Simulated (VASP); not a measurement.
Runs of VASP 6.6.1 on KF. The structure is cubic, space group Pm-3m (No. 221). The conventional cell has a = 3.259 Å, b = 3.259 Å, c = 3.259 Å, α = 90.00°, β = 90.00°, γ = 90.00°. Within 3.7 Å of K (site symmetry m-3m) lie 8 F at 2.82 Å and 6 K at 3.26 Å. Within 3.7 Å of F (site symmetry m-3m) lie 8 K at 2.82 Å and 6 F at 3.26 Å. 

```csv
level,k mesh,smearing,gap on the mesh (eV),pressure (GPa)
PBE,"2 × 2 × 2, shifted",gaussian 0.1 eV,8.53,(a)
PBE,8 × 8 × 8,gaussian 0.1 eV,6.26,0.0
PBE+D3(BJ),8 × 8 × 8,methfessel-paxton 0.014 eV,6.26,-1.6
PBE,5 × 5 × 5,gaussian 0.1 eV,6.29,0.0
PBE,1 × 1 × 1,gaussian 0.1 eV,(b),34.4
PBEsol,8 × 8 × 8,gaussian 0.1 eV,6.10,-2.5
PBE,4 × 4 × 4,gaussian 0.1 eV,6.26,0.0
```

Alike in all rows: task single point; potentials or basis VASP PAW PBE potentials, release 64 (K_sv, F); no spin polarisation; cell as given; cutoff (eV) 600.

Question: Fill in the values left out.

Answer: (a) -0.2; (b) 5.13.

Caveats: some runs use coarse meshes; the PAW data sets were made with another functional, which shifts forces and pressure a little (some runs).

A k mesh can miss the band edges.
